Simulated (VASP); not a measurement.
# K3Te2 (P6mm) in VASP: relaxation of cell and atoms with PBE

Aim: the relaxation of cell and atoms of K3Te2 with PBE.

Everything below comes from runs of VASP 6.6.1. Logs are shortened: lines on timing, memory, paths and dates and some standing lists are left out, and cuts for length are marked.

**1. The cell of the first run**

Symmetry: P6mm, No. 183, hexagonal system. The conventional cell has a = 5.869 Å, b = 5.869 Å, c = 6.128 Å, α = 90.00°, β = 90.00°, γ = 120.00°. Within 3.9 Å of K (site symmetry 2mm) lie 4 K at 2.93 Å and 4 Te at 3.13 to 3.88 Å. Te (site symmetry 3m) has 6 K at 3.13 to 3.88 Å and 3 Te at 3.39 Å within 4.1 Å.

**2. Relaxation of cell and atoms, PBE**

The input, INCAR:

```
SYSTEM = K3Te2
  ALGO = Normal
  EDIFF = 1E-6
  EDIFFG = -0.04
  ENCUT = 600
  GGA = PE
  IBRION = 2
  ISIF = 3
  ISMEAR = 0
  LASPH = .True.
  LCHARG = .False.
  LREAL = .False.
  LWAVE = .False.
  NELM = 80
  NSW = 90
  PREC = Accurate
  SIGMA = 0.1
```

The input, KPOINTS:

```
k-points
0
Gamma
  3 3 4
  0 0 0
```

The input, POSCAR:

```
K3Te2
1.0
    5.8687249308      0.0000000000      0.0000000000
   -2.9343624654      5.0824648779      0.0000000000
    0.0000000000      0.0000000000      6.1275126245
K Te
3 2
Direct
    0.5000000000      0.0000000000      0.5699627704
    0.0000000000      0.5000000000      0.5699627704
    0.5000000000      0.5000000000      0.5699627704
    0.6666666667      0.3333333333      0.0000000000
    0.3333333333      0.6666666667      0.0000000000
```

Potentials or basis: VASP PAW PBE potentials, release 64 (K_sv, Te).

Started as:

```sh
cat potpaw_PBE.64/K_sv/POTCAR potpaw_PBE.64/Te/POTCAR > POTCAR
mpirun -np 1 vasp_std > vasp.out
```

OUTCAR:

```text
SYSTEM = K3Te2
   EDIFF = 1E-6
   EDIFFG = -0.04
   ENCUT = 600
   GGA = PE
   IBRION = 2
   ISIF = 3
   ISMEAR = 0
   LASPH = .True.
   LREAL = .False.
   NELM = 80
   NSW = 90
   PREC = Accurate

 ion  position               nearest neighbor table
   1  0.500  0.000  0.570-   2 2.93   3 2.93   3 2.93   2 2.93   4 3.13   5 3.13
   2  0.000  0.500  0.570-   3 2.93   3 2.93   1 2.93   1 2.93   4 3.13   5 3.13
   3  0.500  0.500  0.570-   2 2.93   2 2.93   1 2.93   1 2.93   4 3.13   5 3.13
   4  0.667  0.333  0.000-   2 3.13   1 3.13   3 3.13   5 3.39   5 3.39   5 3.39
   5  0.333  0.667  0.000-   2 3.13   1 3.13   3 3.13   4 3.39   4 3.39   4 3.39

  LATTYP: Found a hexagonal cell.
 ALAT       =     5.8687249308
 C/A-ratio  =     1.0440960680

  Lattice vectors:

 A1 = (   5.8687249308,   0.0000000000,   0.0000000000)
 A2 = (  -2.9343624654,   5.0824648779,   0.0000000000)
 A3 = (   0.0000000000,   0.0000000000,   6.1275126245)

Analysis of symmetry for initial positions (statically):
=====================================================================
 Subroutine PRICEL returns:
 Original cell was already a primitive cell.

 Routine SETGRP: Setting up the symmetry group for a
 hexagonal supercell.

 Subroutine GETGRP returns: Found 12 space group operations
 (whereof 12 operations were pure point group operations)
 out of a pool of 24 trial point group operations.

The static configuration has the point symmetry C_6v.

Analysis of symmetry for dynamics (positions and initial velocities):
=====================================================================
 Subroutine PRICEL returns:
 Original cell was already a primitive cell.

 Routine SETGRP: Setting up the symmetry group for a
 hexagonal supercell.

 Subroutine GETGRP returns: Found 12 space group operations
 (whereof 12 operations were pure point group operations)
 out of a pool of 24 trial point group operations.

The dynamic configuration has the point symmetry C_6v.

 Subroutine INISYM returns: Found 12 space group operations
 (whereof 12 operations are pure point group operations),
 and found     1 'primitive' translations

----------------------------------------------------------------------------------------

                                     Primitive cell

  volume of cell :     182.7689

  direct lattice vectors                    reciprocal lattice vectors
     5.868724931  0.000000000  0.000000000     0.170394764  0.098377463  0.000000000
    -2.934362465  5.082464878  0.000000000     0.000000000  0.196754926  0.000000000
     0.000000000  0.000000000  6.127512624     0.000000000  0.000000000  0.163198358

  length of vectors
     5.868724931  5.868724931  6.127512624     0.196754926  0.196754926  0.163198358

  position of ions in fractional coordinates (direct lattice)
     0.500000000  0.000000000  0.569962770
     0.000000000  0.500000000  0.569962770
     0.500000000  0.500000000  0.569962770
     0.666666667  0.333333333  0.000000000
     0.333333333  0.666666667  0.000000000

  ion indices of the primitive-cell ions
   primitive index   ion index
                 1           1
                 2           2
                 3           3
                 4           4
                 5           5

----------------------------------------------------------------------------------------

 KPOINTS: k-points

Automatic generation of k-mesh.
 Grid dimensions read from file:
 generate k-points for:    3    3    4

 Generating k-lattice:

  Cartesian coordinates                     Fractional coordinates (reciprocal lattice)
     0.056798255  0.032792488  0.000000000     0.333333333  0.000000000  0.000000000
     0.000000000  0.065584975  0.000000000     0.000000000  0.333333333  0.000000000
     0.000000000  0.000000000  0.040799590     0.000000000  0.000000000  0.250000000

  Length of vectors
     0.065584975  0.065584975  0.040799590

  Shift w.r.t. Gamma in fractional coordinates (k-lattice)
     0.000000000  0.000000000  0.000000000

 Subroutine IBZKPT returns following result:
 ===========================================

 Found      9 irreducible k-points:

 Following reciprocal coordinates:
            Coordinates               Weight
  0.000000  0.000000  0.000000      1.000000
  0.333333  0.000000  0.000000      6.000000
  0.333333  0.333333  0.000000      2.000000
  0.000000  0.000000  0.250000      2.000000
  0.333333  0.000000  0.250000     12.000000
  0.333333  0.333333  0.250000      4.000000
  0.000000  0.000000  0.500000      1.000000
  0.333333  0.000000  0.500000      6.000000
  0.333333  0.333333  0.500000      2.000000
   k-points           NKPTS =      9   k-points in BZ     NKDIM =      9   number of bands    NBANDS=     23
   number of dos      NEDOS =    301   number of ions     NIONS =      5
   total plane-waves  NPLWV = 115200
   dimension x,y,z NGX =    48 NGY =   48 NGZ =   50
   dimension x,y,z NGXF=    96 NGYF=   96 NGZF=  100
   ions per type =               3   2
   NGX,Y,Z   is equivalent  to a cutoff of  13.60, 13.60, 13.57 a.u.
   NGXF,Y,Z  is equivalent  to a cutoff of  27.19, 27.19, 27.13 a.u.
 SYSTEM =  K3Te2
   PREC   = accura    normal or accurate (medium, high low for compatibility)
   ISTART =      0    job   : 0-new  1-cont  2-samecut
   ICHARG =      2    charge: 1-file 2-atom 10-const
   ISPIN  =      1    spin polarized calculation?
   LNONCOLLINEAR =      F non collinear calculations
   LSORBIT =      F    spin-orbit coupling
   LASPH  =      T    aspherical Exc in radial PAW
   ENCUT  =  600.0 eV  44.10 Ry    6.64 a.u.  11.72 11.72 12.24*2*pi/ulx,y,z
   NELM   =     80;   NELMIN=  2; NELMDL= -5     # of ELM steps
   EDIFF  = 0.1E-05   stopping-criterion for ELM
   LREAL  =      F    real-space projection
   EDIFFG = -.4E-01   stopping-criterion for IOM
   NSW    =     90    number of steps for IOM
   IBRION =      2    ionic relax: 0-MD 1-quasi-New 2-CG
   NFREE  =      1    steps in history (QN), initial steepest desc. (CG)
   ISIF   =      3    stress and relaxation
   ISYM   =      2    0-nonsym 1-usesym 2-fastsym
   POTIM  = 0.5000    time-step for ionic-motion
   TEBEG  =    0.0;   TEEND  =   0.0 temperature during run
   PSTRESS=    0.0 pullay stress
   NELECT =      39.0000    total number of electrons
   NUPDOWN=      -1.0000    fix difference up-down
   EMIN   =  10.00;   EMAX   =-10.00  energy-range for DOS
   EFERMI =   0.00;   METHOD = LEGACY
   ISMEAR =     0;   SIGMA  =   0.10  broadening in eV -4-tet -1-fermi 0-gaus
   EFERMI_NEDOS =   21; number of points for ismear=-14 and -15
   IALGO  =     38    algorithm
   IMIX   =      4    mixing-type and parameters
     AMIX     =   0.40;   BMIX     =  1.00
     AMIX_MAG =   1.60;   BMIX_MAG =  1.00
  volume/ion in A,a.u.               =      36.55       246.68
  Fermi-wavevector in a.u.,A,eV,Ry     =   0.978278  1.848677 13.021152  0.957028
  Thomas-Fermi vector in A             =   2.109041
   LORBIT       =      0    0 simple, 1 ext, 2 COOP (PROOUT), +10 PAW based schemes
   GGA     = PE    functional components
   LHFCALC =     F    Hartree Fock is set to
   AEXX    =    0.0000 exact exchange contribution
   IVDW    =     0    specifies the selected vdW correction
   LEPSILON=     F    determine dielectric tensor
   LRPA    =     F    only Hartree local field effects (RPA)
 conjugate gradient relaxation of ions
 non-spin polarized calculation
 Gauss-broadening in eV      SIGMA  =   0.10
  energy-cutoff  :      600.00
  volume of cell :      182.77
 maximum number of plane-waves:      6108
 NGX is ok and might be reduce to    48
   NGX = 23   NGY = 23   NGZ = 25

--------------------------------------- Ionic step        1  -------------------------------------------

 number of electron      38.9999998 magnetization

 Free energy of the ion-electron system (eV)
  ---------------------------------------------------
  ext. energy  EPLUGINS =         0.00000000
  ---------------------------------------------------
  free energy    TOTEN  =        -8.26692367 eV

  energy without entropy =       -8.22330895  energy(sigma->0) =       -8.24511631

------------------------ aborting loop because EDIFF is reached ----------------------------------------

  FORCE on cell =-STRESS in cart. coord.  units (eV):
  Direction    XX          YY          ZZ          XY          YZ          ZX
  --------------------------------------------------------------------------------------
  -------------------------------------------------------------------------------------
  Total       10.8392088     10.8392088     -0.7710874      0.0000000      0.0000000      0.0000000
  in kB       95.0179835     95.0179835     -6.7594574      0.0000000      0.0000000      0.0000000
  external PRESSURE =      61.0921699 kB  Pullay stress =       0.0000000 kB
[... 98 lines left out ...]
  FREE ENERGIE OF THE ION-ELECTRON SYSTEM (eV)
  ---------------------------------------------------
  free  energy   TOTEN  =       -11.8866458338 eV

  energy  without entropy=      -11.8502089726  energy(sigma->0) =      -11.86842740

 E-fermi :   0.4923     XC(G=0):  -5.7955

 val. band max:        0.0109223014   @ k =   0.0000   0.0000   0.5000
 cond. band min:       1.6232244860   @ k =   0.0000   0.0000   0.0000
 fundamental gap:      1.6123021846
 Fermi energy:         0.4922862903

 k-point     1 :       0.0000    0.0000    0.0000
  band No.  band energies     occupation
      1     -29.8668      2.00000
      2     -29.8634      2.00000
      3     -29.8634      2.00000
      4     -13.6262      2.00000
      5     -13.4774      2.00000
      6     -13.4774      2.00000
[... 223 lines left out ...]
     22       4.5124      0.00000
     23       4.7148      0.00000

[... ionic steps 4 to 15 ...]

--------------------------------------- Ionic step       16  -------------------------------------------

 number of electron      39.0000009 magnetization

------------------------ aborting loop because EDIFF is reached ----------------------------------------

  FORCE on cell =-STRESS in cart. coord.  units (eV):
  Direction    XX          YY          ZZ          XY          YZ          ZX
  --------------------------------------------------------------------------------------
  -------------------------------------------------------------------------------------
  Total        0.0292723      0.0292723     -0.1092790      0.0000000     -0.0000000      0.0000000
  in kB        0.1412921      0.1412921     -0.5274692      0.0000000     -0.0000000      0.0000000
  external PRESSURE =      -0.0816283 kB  Pullay stress =       0.0000000 kB
[... 63 lines left out ...]
  energy  without entropy=      -13.5807745217  energy(sigma->0) =      -13.58077452

--------------------------------------- Ionic step       18  -------------------------------------------

 number of electron      39.0000012 magnetization

 Free energy of the ion-electron system (eV)
  ---------------------------------------------------
  ext. energy  EPLUGINS =         0.00000000
  ---------------------------------------------------
  free energy    TOTEN  =       -13.58175415 eV

  energy without entropy =      -13.58175415  energy(sigma->0) =      -13.58175415

 E-fermi :  -0.5588     XC(G=0):  -5.2329

 val. band max:       -1.0225118533   @ k =   0.0000   0.0000   0.5000
 cond. band min:       0.4460349291   @ k =   0.0000   0.0000   0.0000
 fundamental gap:      1.4685467824
 Fermi energy:        -0.5588436465

 k-point     1 :       0.0000    0.0000    0.0000
  band No.  band energies     occupation
      1     -30.7744      2.00000
      2     -30.7731      2.00000
      3     -30.7731      2.00000
      4     -14.3662      2.00000
      5     -14.3662      2.00000
      6     -14.3544      2.00000
[... 255 lines left out ...]
  FREE ENERGIE OF THE ION-ELECTRON SYSTEM (eV)
  ---------------------------------------------------
  free  energy   TOTEN  =       -13.5817541452 eV

  energy  without entropy=      -13.5817541452  energy(sigma->0) =      -13.58175415

 reached required accuracy - stopping structural energy minimisation
```

It took 6.7 min on 1 thread of Intel Xeon 6975P-C (Granite Rapids), shared host; peak memory 0.36 GiB.

What came out:

```
Free energy                            : -13.5818 eV
Relaxed volume                         : 66.09 Å³/atom
Relaxed cell                           : a = 9.894 Å, b = 9.894 Å, c = 3.898 Å, α = 90.00°, β = 90.00°, γ = 120.00°
Space group after relaxing (to 0.05 Å) : P6/mmm (No. 191)
Energy gained by relaxing              : 1063.0 meV/atom
Ionic steps                            : 18
Pressure after relaxing                : 0.0 GPa
```

The path:
```
step  energy change (eV)  largest force (eV/Å)  pressure (GPa)  volume (Å³)
   1              0.0000                1.3993            6.11       182.77
   2             -2.0079                0.6386            1.87       221.34
   3             -3.6197                0.0784           -0.94       300.52
   4             -3.8166                0.0093           -1.27       335.75
   5             -3.8604                0.0080           -1.38       359.75
   6             -4.6308                0.1178           -0.43       337.25
   7             -4.7252                0.1589           -0.11       329.41
   8             -4.9759                0.2390            0.59       311.69
   9             -4.6196                0.3781            3.51       267.69
  10             -5.0764                0.2798            1.24       298.50
  11             -5.0670                0.3094            1.65       291.33
  12             -5.1721                0.1329            0.04       329.97
  13             -5.2544                0.1863            0.58       315.41
  14             -5.3053                0.1269            0.09       329.01
  15             -5.3060                0.1190            0.03       330.94
  16             -5.3107                0.0843           -0.01       331.93
  17             -5.3139                0.0238           -0.07       333.75
  18             -5.3148                0.0008            0.03       330.46
```

Final structure:
```cif
data_structure
_symmetry_space_group_name_H-M 'P 1'
_symmetry_Int_Tables_number 1
_cell_length_a 9.8941
_cell_length_b 9.8941
_cell_length_c 3.8980
_cell_angle_alpha 90.000
_cell_angle_beta 90.000
_cell_angle_gamma 120.000
_cell_volume 330.46
loop_
_atom_site_label
_atom_site_type_symbol
_atom_site_fract_x
_atom_site_fract_y
_atom_site_fract_z
_atom_site_occupancy
K1 K 0.50000 0.00000 0.54193 1
K2 K 0.00000 0.50000 0.54193 1
K3 K 0.50000 0.50000 0.54193 1
Te1 Te 0.66667 0.33333 0.04205 1
Te2 Te 0.33333 0.66667 0.04205 1
```

Caveat: the k points lie up to 0.40 Å⁻¹ apart in the final cell; the volume moved by over 15 % at a fixed basis, so the end points are rough; spin-orbit coupling is left out, which moves the levels of the heavy elements.
